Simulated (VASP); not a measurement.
Input of a VASP 6.6.1 run:

Contents of INCAR:

```
  PREC = Accurate
  ENCUT = 520
  EDIFF = 1E-6
  ISMEAR = 0
  SIGMA = 0.2
  LREAL = F
  LASPH = T
  NELM = 100
  ALGO = Normal
  ISIF = 2
  LWAVE = F
  LCHARG = F
  GGA = PE
  NBANDS = 61
```

The input KPOINTS:

```
regular mesh
0
Gamma
  4 4 2
```

The input POSCAR:

```
La2Y2O
1.0
    5.7694644150     -0.0000000033      0.0000000000
   -2.8847322047      4.9965027513      0.0000000000
    0.0000000000      0.0000000000      9.4104199957
La Y O
4 4 2
Direct
    0.3333333333      0.6666666667      0.4058039762
    0.3333333333      0.6666666667      0.0941960238
    0.6666666667      0.3333333333      0.5941960238
    0.6666666667      0.3333333333      0.9058039762
    0.6666666667      0.3333333333      0.2500000000
    0.3333333333      0.6666666667      0.7500000000
    0.0000000000      0.0000000000      0.0000000000
    0.0000000000      0.0000000000      0.5000000000
    0.0000000000      0.0000000000      0.2500000000
    0.0000000000      0.0000000000      0.7500000000
```

Potentials or basis: VASP PAW PBE potentials, release 64 (La, Y_sv, O).

Command:

```bash
$ cat potpaw_PBE.64/La/POTCAR potpaw_PBE.64/Y_sv/POTCAR potpaw_PBE.64/O/POTCAR > POTCAR
$ mpirun -np 1 vasp_std > vasp.out
```

**Question.** Estimate the pressure.

**Answer.** 0.6 GPa.

**Question.** What does it give for the band gap on the k mesh?

**Answer.** Zero (bands 50 and 51 overlap by 0.63 eV).

Stress tensor (GPa, compression positive):
```
0.78 0.00 0.00
0.00 0.78 0.00
0.00 0.00 0.35
```

Caveat: spin-orbit coupling is left out, which moves the levels of the heavy elements.
